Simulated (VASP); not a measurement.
Wanted: the native input for a VASP 6.6.1 run.

* Task: single point
* Functional: PBE
* Potentials or basis: VASP PAW PBE potentials, release 64 (Bi_d, Te, O)
* Cutoff: 520 eV
* k mesh: 6 × 6 × 8
* Occupations: gaussian, width 0.1 eV
* Spin: no spin polarisation
* Dipole correction: no
* Further INCAR settings: ALGO = Normal; EDIFF = 1e-06; NBANDS = 32

The structure of Bi2Te2O lies in POSCAR:

```
Bi2Te2O
1.0
    5.8492918972      0.0000000000      0.0000000000
    0.0000000000      5.8492918972      0.0000000000
    0.0000000000      0.0000000000      4.3350291597
Bi Te O
2 2 1
Direct
    0.0000000000      0.5000000000      0.2327808226
    0.5000000000      0.0000000000      0.7672191774
    0.0000000000      0.0000000000      0.5000000000
    0.5000000000      0.5000000000      0.0000000000
    0.0000000000      0.0000000000      0.0000000000
```

The cell was built from a structure type or drawn by symmetry, and may not be a known phase.

One way to write it, as run:

INCAR

```
PREC     = Accurate       # precision mode
ENCUT    = 520            # plane-wave cutoff, eV
EDIFF    = 1E-6           # SCF threshold, eV
ISMEAR   = 0              # smearing method
SIGMA    = 0.1            # smearing width, eV
LREAL    = False          # projectors in reciprocal space
LASPH    = True           # aspherical terms in the spheres
NELM     = 60             # most SCF steps
ALGO     = Normal         # electronic algorithm
ISIF     = 2              # what is computed and relaxed
LWAVE    = False          # write WAVECAR
LCHARG   = True           # write CHGCAR
GGA      = PE             # functional
LELF     = True           # ELF
LVHAR    = True         
NBANDS   = 32             # bands
```

KPOINTS

```
regular mesh
0
Gamma
  6 6 8
```

Potentials or basis: VASP PAW PBE potentials, release 64 (Bi_d, Te, O).

Command:

```console
$ cat potpaw_PBE.64/Bi_d/POTCAR potpaw_PBE.64/Te/POTCAR potpaw_PBE.64/O/POTCAR > POTCAR
$ mpirun -np 1 vasp_std > vasp.out
```

Results of the run:

```yaml
Pressure: -0.1 GPa
Band_gap_on_the_k_mesh: zero (bands 24 and 25 overlap by 1.26 eV)
```

Caveat: spin-orbit coupling is left out, which moves the levels of the heavy elements.

Wall time 2.4 min on 1 thread of Intel(R) Xeon(R) 6975P-C (Granite Rapids) (shared host), peak memory 0.4 GiB.
